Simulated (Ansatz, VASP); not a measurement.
**Pb: VASP beside Ansatz**

```
Pb
1.0
    -1.97966    1.97966    1.97966
     1.97966   -1.97966    1.97966
     1.97966    1.97966   -1.97966
Pb
1
Direct
  0.00000 0.00000 0.00000
```

Alike in both runs: task single point; functional LDA; k mesh 18 × 18 × 18; occupations gaussian, width 0.15 eV; no spin polarisation.

```csv
,VASP,Ansatz
version,VASP 6.6.1,Ansatz 0.2.0
potentials or method,"VASP PAW LDA potentials, release 64 (Pb_d), cutoff 520 eV","scalar-relativistic, plane waves, PAW"
valence electrons in the cell,14,14
```

|  | VASP | Ansatz | Ansatz less VASP |
| --- | --- | --- | --- |
| gap on the k mesh at the Fermi level (eV) | none | none | - |
| pressure (GPa) | -3.0 | -3.1 | -0.08 |

LDA's correlation is that of Perdew and Zunger in VASP and of Perdew and Wang (1992) in Ansatz. A gap of «none» marks a metal or a gap that the smearing closes.

Neither program's run includes spin-orbit coupling.
